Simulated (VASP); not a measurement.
Wanted: the native input for a VASP 6.6.1 run.

```
Task                   : single point
Functional             : r2SCAN
Dispersion             : D3(BJ)
Potentials or basis    : VASP PAW PBE potentials, release 64 (N)
Cutoff                 : 520 eV
k mesh                 : 4 × 4 × 3
Occupations            : gaussian, width 0.01 eV
Spin                   : no spin polarisation
Dipole correction      : no
Further INCAR settings : ALGO = Normal; EDIFF = 1e-07; NBANDS = 18
```

N:

```
N
1.0
     4.13781    0.00000    0.00000
     0.00000    4.13781    0.00000
     0.00000    0.00000    5.41626
N
4
Direct
  0.90428 0.90428 0.00000
  0.59572 0.40428 0.50000
  0.09572 0.09572 0.00000
  0.40428 0.59572 0.50000
```

These files were run (other wordings do the same):

POSCAR

```
N
1.0
    4.1378057907      0.0000000000      0.0000000000
    0.0000000000      4.1378057907      0.0000000000
    0.0000000000      0.0000000000      5.4162622812
N
4
Direct
    0.9042752000      0.9042752000      0.0000000000
    0.5957248000      0.4042752000      0.5000000000
    0.0957248000      0.0957248000      0.0000000000
    0.4042752000      0.5957248000      0.5000000000
```

INCAR.step1

```
SYSTEM = N
ALGO = Normal
EDIFF = 1E-4
ENCUT = 520
GGA = PE
ISMEAR = 0
LASPH = .True.
LCHARG = .False.
LREAL = .False.
LWAVE = .True.
NBANDS = 18
NELM = 80
PREC = Accurate
SIGMA = 0.01
```

INCAR.step2

```
SYSTEM = N
ALGO = Normal
EDIFF = 1E-7
ENCUT = 520
ISIF = 2
ISMEAR = 0
ISTART = 1
IVDW = 12
LASPH = .True.
LCHARG = .True.
LELF = .True.
LMIXTAU = .True.
LREAL = .False.
LVHAR = .True.
LWAVE = .False.
METAGGA = R2SCAN
NBANDS = 18
NELM = 80
PREC = Accurate
SIGMA = 0.01
VDW_A1 = 0.49484001
VDW_A2 = 5.73083694
VDW_S6 = 1.0
VDW_S8 = 0.78981345
```

KPOINTS

```
k-points
0
Gamma
  4 4 3
  0 0 0
```

Potentials or basis: VASP PAW PBE potentials, release 64 (N).

Launch:

```sh
$ cat potpaw_PBE.64/N/POTCAR > POTCAR
$ cp INCAR.step1 INCAR
$ mpirun -np 1 vasp_std > vasp.out
$ cp INCAR.step2 INCAR
$ mpirun -np 1 vasp_std > vasp.out
```

It gave:

```json
{
 "Pressure": "-3.1 GPa",
 "Largest force": "2.054 eV/Å",
 "Band gap on the k mesh": "7.48 eV, indirect (least direct gap 7.66 eV)",
 "Dispersion energy per atom": "-0.029 eV"
}
```

Caveat: the standard files for N, O and F lose accuracy on very short bonds; three body term missing; the PAW data sets were made with another functional, which shifts forces and pressure a little.

Wall time 34 s on 1 thread of Intel(R) Xeon(R) 6975P-C (Granite Rapids), with other jobs on the host, peak memory 0.19 GiB.
